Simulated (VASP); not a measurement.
# LiF (P6_3mc) in VASP: notebook

Runs on LiF. Level: LDA. Tasks: single point.

All numbers are computed with VASP 6.6.1; they aren't measurements. Logs are shortened: lines on timing, memory, paths and dates and some standing lists are left out, and cuts for length are marked.

**1. The cell of the first run**

It takes space group P6_3mc (No. 186, hexagonal). Conventional cell: a = 3.080 Å, b = 3.080 Å, c = 4.509 Å, α = 90.00°, β = 90.00°, γ = 120.00°. Within 2.4 Å of Li (site symmetry 3m) lie 4 F at 1.81 to 1.83 Å. Within 2.4 Å of F (site symmetry 3m) lie 4 Li at 1.81 to 1.83 Å.

**2. Single point, LDA (c/a of the conventional cell at fixed volume 1.4638)**

The input, INCAR:

```
SYSTEM = LiF
ALGO     = Normal         ! electronic algorithm
EDIFF    = 1E-6           ! SCF threshold, eV
ENCUT    = 520            ! plane-wave cutoff, eV
GGA      = CA             ! functional
ISIF     = 2              ! what is computed and relaxed
ISMEAR   = 0              ! smearing method
LASPH    = .TRUE.         ! aspherical terms in the spheres
LCHARG   = .FALSE.        ! write CHGCAR
LREAL    = .FALSE.        ! projectors in reciprocal space
LWAVE    = .FALSE.        ! write WAVECAR
NBANDS   = 18             ! bands
NELM     = 60             ! most SCF steps
PREC     = Accurate       ! precision mode
SIGMA    = 0.05           ! smearing width, eV
```

The input, KPOINTS:

```
k-points
0
G
  9 9 6
  0 0 0
```

The input, POSCAR:

```
LiF
1.0
    3.0801704379      0.0000000000      0.0000000000
   -1.5400852189      2.6675058472      0.0000000000
    0.0000000000      0.0000000000      4.5087534870
Li F
2 2
Direct
    0.3333333333      0.6666666667      0.3933365971
    0.6666666667      0.3333333333      0.8933365971
    0.3333333333      0.6666666667      0.9910195924
    0.6666666667      0.3333333333      0.4910195924
```

Potentials or basis: VASP PAW LDA potentials, release 64 (Li_sv, F).

The run is started by

```sh
cat potpaw_LDA.64/Li_sv/POTCAR potpaw_LDA.64/F/POTCAR > POTCAR
mpirun -np 1 vasp_std > vasp.out
```

OUTCAR:

```text
SYSTEM = LiF
   EDIFF = 1E-6
   ENCUT = 520
   GGA = CA
   ISIF = 2
   ISMEAR = 0
   LASPH = .TRUE.
   LREAL = .FALSE.
   NELM = 60
   PREC = Accurate

 ion  position               nearest neighbor table
   1  0.333  0.667  0.393-   3 1.81   4 1.83   4 1.83   4 1.83
   2  0.667  0.333  0.893-   4 1.81   3 1.83   3 1.83   3 1.83
   3  0.333  0.667  0.991-   1 1.81   2 1.83   2 1.83   2 1.83
   4  0.667  0.333  0.491-   2 1.81   1 1.83   1 1.83   1 1.83

  LATTYP: Found a hexagonal cell.
 ALAT       =     3.0801704379
 C/A-ratio  =     1.4638000000

  Lattice vectors:

 A1 = (   3.0801704379,   0.0000000000,   0.0000000000)
 A2 = (  -1.5400852189,   2.6675058472,   0.0000000000)
 A3 = (   0.0000000000,   0.0000000000,   4.5087534870)

Analysis of symmetry for initial positions (statically):
=====================================================================
 Subroutine PRICEL returns:
 Original cell was already a primitive cell.

 Routine SETGRP: Setting up the symmetry group for a
 hexagonal supercell.

 Subroutine GETGRP returns: Found 12 space group operations
 (whereof  6 operations were pure point group operations)
 out of a pool of 24 trial point group operations.

The static configuration has the point symmetry C_3v.
 The point group associated with its full space group is C_6v.

Analysis of symmetry for dynamics (positions and initial velocities):
=====================================================================
 Subroutine PRICEL returns:
 Original cell was already a primitive cell.

 Routine SETGRP: Setting up the symmetry group for a
 hexagonal supercell.

 Subroutine GETGRP returns: Found 12 space group operations
 (whereof  6 operations were pure point group operations)
 out of a pool of 24 trial point group operations.

The dynamic configuration has the point symmetry C_3v.
 The point group associated with its full space group is C_6v.

 Subroutine INISYM returns: Found 12 space group operations
 (whereof  6 operations are pure point group operations),
 and found     1 'primitive' translations

----------------------------------------------------------------------------------------

                                     Primitive cell

  volume of cell :      37.0456

  direct lattice vectors                    reciprocal lattice vectors
     3.080170438  0.000000000  0.000000000     0.324657359  0.187441014  0.000000000
    -1.540085219  2.667505847  0.000000000     0.000000000  0.374882027  0.000000000
     0.000000000  0.000000000  4.508753487     0.000000000  0.000000000  0.221790790

  length of vectors
     3.080170438  3.080170438  4.508753487     0.374882027  0.374882027  0.221790790

  position of ions in fractional coordinates (direct lattice)
     0.333333333  0.666666667  0.393336597
     0.666666667  0.333333333  0.893336597
     0.333333333  0.666666667  0.991019592
     0.666666667  0.333333333  0.491019592

  ion indices of the primitive-cell ions
   primitive index   ion index
                 1           1
                 2           2
                 3           3
                 4           4

----------------------------------------------------------------------------------------

 KPOINTS: k-points

Automatic generation of k-mesh.
 Grid dimensions read from file:
 generate k-points for:    9    9    6

 Generating k-lattice:

  Cartesian coordinates                     Fractional coordinates (reciprocal lattice)
     0.036073040  0.020826779  0.000000000     0.111111111  0.000000000  0.000000000
     0.000000000  0.041653559  0.000000000     0.000000000  0.111111111  0.000000000
     0.000000000  0.000000000  0.036965132     0.000000000  0.000000000  0.166666667

  Length of vectors
     0.041653559  0.041653559  0.036965132

  Shift w.r.t. Gamma in fractional coordinates (k-lattice)
     0.000000000  0.000000000  0.000000000

 Subroutine IBZKPT returns following result:
 ===========================================

 Found     48 irreducible k-points:

 Following reciprocal coordinates:
            Coordinates               Weight
  0.000000  0.000000  0.000000      1.000000
  0.111111  0.000000  0.000000      6.000000
  0.222222 -0.000000  0.000000      6.000000
  0.333333  0.000000  0.000000      6.000000
  0.444444 -0.000000  0.000000      6.000000
  0.111111  0.111111  0.000000      6.000000
[... 16 lines left out ...]
  0.333333  0.222222  0.166667     24.000000
  0.333333  0.333333  0.166667      4.000000
 [... further k-points ...]
   k-points           NKPTS =     48   k-points in BZ     NKDIM =     48   number of bands    NBANDS=     18
   number of dos      NEDOS =    301   number of ions     NIONS =      4
   total plane-waves  NPLWV =  20736
   dimension x,y,z NGX =    24 NGY =   24 NGZ =   36
   dimension x,y,z NGXF=    48 NGYF=   48 NGZF=   72
   ions per type =               2   2
   NGX,Y,Z   is equivalent  to a cutoff of  12.95, 12.95, 13.27 a.u.
   NGXF,Y,Z  is equivalent  to a cutoff of  25.91, 25.91, 26.55 a.u.
 SYSTEM =  LiF
   PREC   = accura    normal or accurate (medium, high low for compatibility)
   ISTART =      0    job   : 0-new  1-cont  2-samecut
   ICHARG =      2    charge: 1-file 2-atom 10-const
   ISPIN  =      1    spin polarized calculation?
   LNONCOLLINEAR =      F non collinear calculations
   LSORBIT =      F    spin-orbit coupling
   LASPH  =      T    aspherical Exc in radial PAW
   ENCUT  =  520.0 eV  38.22 Ry    6.18 a.u.   5.73  5.73  8.38*2*pi/ulx,y,z
   NELM   =     60;   NELMIN=  2; NELMDL= -5     # of ELM steps
   EDIFF  = 0.1E-05   stopping-criterion for ELM
   LREAL  =      F    real-space projection
   EDIFFG = 0.1E-04   stopping-criterion for IOM
   NSW    =      0    number of steps for IOM
   IBRION =     -1    ionic relax: 0-MD 1-quasi-New 2-CG
   NFREE  =      0    steps in history (QN), initial steepest desc. (CG)
   ISIF   =      2    stress and relaxation
   ISYM   =      2    0-nonsym 1-usesym 2-fastsym
   POTIM  = 0.5000    time-step for ionic-motion
   TEBEG  =    0.0;   TEEND  =   0.0 temperature during run
   PSTRESS=    0.0 pullay stress
   NELECT =      20.0000    total number of electrons
   NUPDOWN=      -1.0000    fix difference up-down
   EMIN   =  10.00;   EMAX   =-10.00  energy-range for DOS
   EFERMI =   0.00;   METHOD = LEGACY
   ISMEAR =     0;   SIGMA  =   0.05  broadening in eV -4-tet -1-fermi 0-gaus
   EFERMI_NEDOS =   21; number of points for ismear=-14 and -15
   IALGO  =     38    algorithm
   IMIX   =      4    mixing-type and parameters
     AMIX     =   0.40;   BMIX     =  1.00
     AMIX_MAG =   1.60;   BMIX_MAG =  1.00
  volume/ion in A,a.u.               =       9.26        62.50
  Fermi-wavevector in a.u.,A,eV,Ry     =   1.333028  2.519058 24.177060  1.776964
  Thomas-Fermi vector in A             =   2.461918
   LORBIT       =      0    0 simple, 1 ext, 2 COOP (PROOUT), +10 PAW based schemes
   GGA     = CA    functional components
   LHFCALC =     F    Hartree Fock is set to
   AEXX    =    0.0000 exact exchange contribution
   IVDW    =     0    specifies the selected vdW correction
   LEPSILON=     F    determine dielectric tensor
   LRPA    =     F    only Hartree local field effects (RPA)
 non-spin polarized calculation
 Gauss-broadening in eV      SIGMA  =   0.05
  energy-cutoff  :      520.00
  volume of cell :       37.05
 maximum number of plane-waves:      1010
 NGX is ok and might be reduce to    24
   NGX = 11   NGY = 11   NGZ = 17

 number of electron      19.9999966 magnetization

 Free energy of the ion-electron system (eV)
  ---------------------------------------------------
  ext. energy  EPLUGINS =         0.00000000
  ---------------------------------------------------
  free energy    TOTEN  =       -20.80522123 eV

  energy without entropy =      -20.80522123  energy(sigma->0) =      -20.80522123

 E-fermi :  -2.0763     XC(G=0):  -9.8694

 val. band max:       -2.2777106159   @ k =   0.0000   0.0000   0.0000
 cond. band min:       5.4425426962   @ k =   0.0000   0.0000   0.0000
 fundamental gap:      7.7202533122
 Fermi energy:        -2.0763368867

 k-point     1 :       0.0000    0.0000    0.0000
  band No.  band energies     occupation
      1     -41.5913      2.00000
      2     -41.5153      2.00000
      3     -21.5626      2.00000
      4     -21.1904      2.00000
      5      -4.9413      2.00000
      6      -3.0972      2.00000
[... 10 lines left out ...]
     17      16.8913      0.00000
     18      19.4278      0.00000

 k-point     2 :       0.1111    0.0000    0.0000
  band No.  band energies     occupation
      1     -41.5858      2.00000
      2     -41.5139      2.00000
      3     -21.5466      2.00000
      4     -21.1941      2.00000
      5      -4.8681      2.00000
      6      -3.2181      2.00000
[... 10 lines left out ...]
     17      17.1906      0.00000
     18      18.7977      0.00000

 k-point     3 :       0.2222   -0.0000    0.0000
  band No.  band energies     occupation
      1     -41.5713      2.00000
      2     -41.5110      2.00000
      3     -21.5018      2.00000
      4     -21.2064      2.00000
      5      -4.6766      2.00000
      6      -3.5743      2.00000
[... 10 lines left out ...]
     17      17.4382      0.00000
     18      17.8178      0.00000

 k-point     4 :       0.3333    0.0000    0.0000
  band No.  band energies     occupation
      1     -41.5529      2.00000
      2     -41.5094      2.00000
      3     -21.4400      2.00000
      4     -21.2297      2.00000
      5      -4.5321      2.00000
      6      -3.8755      2.00000
[... 375 lines left out ...]
      4     -21.2568      2.00000
      5      -4.3991      2.00000
      6      -4.2489      2.00000
[... 10 lines left out ...]
     17      17.5906      0.00000
     18      18.6394      0.00000

 k-point    23 :       0.3333    0.2222    0.1667
  band No.  band energies     occupation
      1     -41.5291      2.00000
      2     -41.5143      2.00000
      3     -21.3515      2.00000
      4     -21.2825      2.00000
      5      -4.6768      2.00000
      6      -4.0045      2.00000
[... 10 lines left out ...]
     17      17.0112      0.00000
     18      19.0867      0.00000

 k-point    24 :       0.3333    0.3333    0.1667
  band No.  band energies     occupation
      1     -41.5200      2.00000
      2     -41.5200      2.00000
      3     -21.3131      2.00000
      4     -21.3131      2.00000
      5      -4.7646      2.00000
      6      -3.7907      2.00000
[... 10 lines left out ...]
     17      16.4456      0.00000
     18      19.0782      0.00000

 [... further k-points ...]
[... 5 lines left out ...]
  --------------------------------------------------------------------------------------
  -------------------------------------------------------------------------------------
  Total       -0.2975376     -0.2975376      0.2285662     -0.0000000      0.0000000      0.0000000
  in kB      -12.8681424    -12.8681424      9.8852120     -0.0000000      0.0000000      0.0000000
  external PRESSURE =      -5.2836909 kB  Pullay stress =       0.0000000 kB

 VOLUME and BASIS-vectors are now :
 -----------------------------------------------------------------------------
  energy-cutoff  :      520.00
  volume of cell :       37.05
      direct lattice vectors                 reciprocal lattice vectors
     3.080170438  0.000000000  0.000000000     0.324657359  0.187441014  0.000000000
    -1.540085219  2.667505847  0.000000000     0.000000000  0.374882027  0.000000000
     0.000000000  0.000000000  4.508753487     0.000000000  0.000000000  0.221790790

 POSITION                                       TOTAL-FORCE (eV/Angst)
 -----------------------------------------------------------------------------------
     -0.00000      1.77834      1.77346         0.000000     -0.000000      0.093421
      1.54009      0.88917      4.02783        -0.000000      0.000000      0.093421
     -0.00000      1.77834      4.46826         0.000000      0.000000     -0.093421
      1.54009      0.88917      2.21389         0.000000     -0.000000     -0.093421
 -----------------------------------------------------------------------------------
    total drift:                               -0.000000     -0.000000     -0.002059

  FREE ENERGIE OF THE ION-ELECTRON SYSTEM (eV)
  ---------------------------------------------------
  free  energy   TOTEN  =       -20.8052212319 eV

  energy  without entropy=      -20.8052212319  energy(sigma->0) =      -20.80522123
```

It used 36 s of CPU time on 1 thread of AMD EPYC 7R13 Processor (Zen 3), with other jobs on the host.

Results:

* Free energy: -20.8052 eV
* Largest force: 0.093 eV/Å
* Band gap on the k mesh: 7.72 eV, direct

Forces in eV/Å, atoms in the order of the input:
```
Li   0.000  0.000  0.093
Li   0.000  0.000  0.093
F    0.000  0.000 -0.093
F    0.000  0.000 -0.093
```

Caveat: the cutoff is under 1.25 times the usual one of these potentials, so pressure, stress and relaxed cells hold a basis-set (Pulay) error.

**3. Single point, LDA (c/a of the conventional cell at fixed volume 1.5622)**

The input, INCAR:

```
PREC = Accurate
ENCUT = 520
EDIFF = 1E-6
ISMEAR = 0
SIGMA = 0.05
LREAL = False
LASPH = True
NELM = 100
ALGO = Normal
ISIF = 2
LWAVE = False
LCHARG = True
GGA = CA
LELF = True
LVHAR = True
NBANDS = 18
```

The input, KPOINTS:

```
regular mesh
0
Gamma
  9 9 6
```

The input, POSCAR:

```
LiF
1.0
    3.0140916337      0.0000000000      0.0000000000
   -1.5070458168      2.6102799241      0.0000000000
    0.0000000000      0.0000000000      4.7086139501
Li F
2 2
Direct
    0.3333333333      0.6666666667      0.3933365971
    0.6666666667      0.3333333333      0.8933365971
    0.3333333333      0.6666666667      0.9910195924
    0.6666666667      0.3333333333      0.4910195924
```

Potentials or basis: VASP PAW LDA potentials, release 64 (Li_sv, F).

The run is started by

```sh
cat potpaw_LDA.64/Li_sv/POTCAR potpaw_LDA.64/F/POTCAR > POTCAR
mpirun -np 1 vasp_std > vasp.out
```

It used 47 s of CPU time on 1 thread of AMD EPYC 7R13 Processor (Zen 3), with other jobs on the host.

The run converged. Its results:

* Free energy: -20.7962 eV
* Largest force: 0.188 eV/Å
* Band gap on the k mesh: 7.79 eV, direct

Forces in eV/Å, atoms in the order of the input:
```
Li   0.000  0.000 -0.188
Li   0.000  0.000 -0.188
F    0.000  0.000  0.188
F    0.000  0.000  0.188
```

Levels at points of the mesh, in eV from the valence-band top:
| k point | band 6 | band 7 | band 8 | band 9 | band 10 | band 11 | band 12 | band 13 | band 14 | band 15 |
| --- | --- | --- | --- | --- | --- | --- | --- | --- | --- | --- |
| (0.00, 0.00, 0.00) | -0.65 | -0.65 | -0.29 | -0.29 | 0.00 | 7.79 | 12.12 | 15.61 | 18.48 | 18.48 |
| (0.00, 0.00, 0.50) | -1.38 | -0.47 | -0.47 | -0.47 | -0.47 | 9.56 | 9.56 | 17.69 | 17.69 | 18.77 |

Caveat: the cutoff is under 1.25 times the usual one of these potentials, so pressure, stress and relaxed cells hold a basis-set (Pulay) error. A k mesh can miss the band edges.

(Part 1 of 2 ends here.)
